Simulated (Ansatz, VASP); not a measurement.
# Al2Pt in VASP and in Ansatz

```
CELL_PARAMETERS angstrom
0.00000 2.95500 2.95500
2.95500 0.00000 2.95500
2.95500 2.95500 0.00000
ATOMIC_POSITIONS crystal
Pt 0.00000 0.00000 0.00000
Al 0.75000 0.75000 0.75000
Al 0.25000 0.25000 0.25000
```

Alike in both runs: task relaxation of cell and atoms; functional PBEsol; dispersion D4; k mesh 8 × 8 × 8; occupations fermi-dirac, width 0.05 eV; no spin polarisation.

|  | VASP | Ansatz |
| --- | --- | --- |
| version | VASP 6.6.1 | Ansatz 0.2.0 |
| potentials or method | VASP PAW PBE potentials, release 64 (Pt, Al) | Ansatz PAW |
| plane-wave cutoff (eV) | 600 | 420 |
| valence electrons in the cell | 16 | 24 |

Ansatz gave:

| Item | Value |
| --- | --- |
| gap on the k mesh at the Fermi level, each at its own relaxed structure (eV) | none |
| relaxed volume (Å³/atom) | 16.83 |
| relaxed cell length with the largest relative difference (Å) | 4.148 |

Problem. What did VASP give for the same quantities?

Solution. gap on the k mesh at the Fermi level, each at its own relaxed structure (eV): none; relaxed volume (Å³/atom): 16.82; relaxed cell length with the largest relative difference (Å): 4.148.

VASP's potentials were made for PBE, not for PBEsol. A gap of «none» marks a metal or a gap that the smearing closes. VASP's potentials hold 16 valence electrons a cell and Ansatz's 24, so a difference there can come from the potentials and not from the codes.

Spin-orbit coupling is off throughout. Noted on Ansatz's run: the plane-wave basis is chosen anew once the cell has moved, so the energies of steps on either side of that aren't comparable.
